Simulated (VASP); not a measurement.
## RbBr: single point with PBEsol

RbBr:

```
Rb Br
1.0
     0.00000    3.49421    3.49421
     3.49421    0.00000    3.49421
     3.49421    3.49421    0.00000
Rb Br
1 1
Direct
  0.00000 0.00000 0.00000
  0.50000 0.50000 0.50000
```

This cell differs from its parent crystal: volume scaled by 1.06.

```
Program             : VASP 6.6.1
Task                : single point
Functional          : PBEsol
Potentials or basis : VASP PAW PBE potentials, release 64 (Rb_sv, Br)
Cutoff              : 520 eV
k mesh              : 7 × 7 × 7
Occupations         : fermi-dirac, width 0.05 eV
Spin                : no spin polarisation
```

The pressure is -0.7 GPa. The band gap on the k mesh is 4.09 eV, direct.

Levels at points of the mesh, in eV from the valence-band top:
```
           k point  band 6  band 7  band 8  band 9  band 10  band 11
(0.00, 0.00, 0.00)    0.00    0.00    0.00    4.09     7.19     7.19
```

Wall time 50 s on 1 thread of Intel(R) Xeon(R) Platinum 8375C CPU @ 2.90GHz (Ice Lake) (shared host), peak memory 0.24 GiB.

Caveat: the PAW data sets were made with another functional, which shifts forces and pressure a little. A k mesh can miss the band edges.
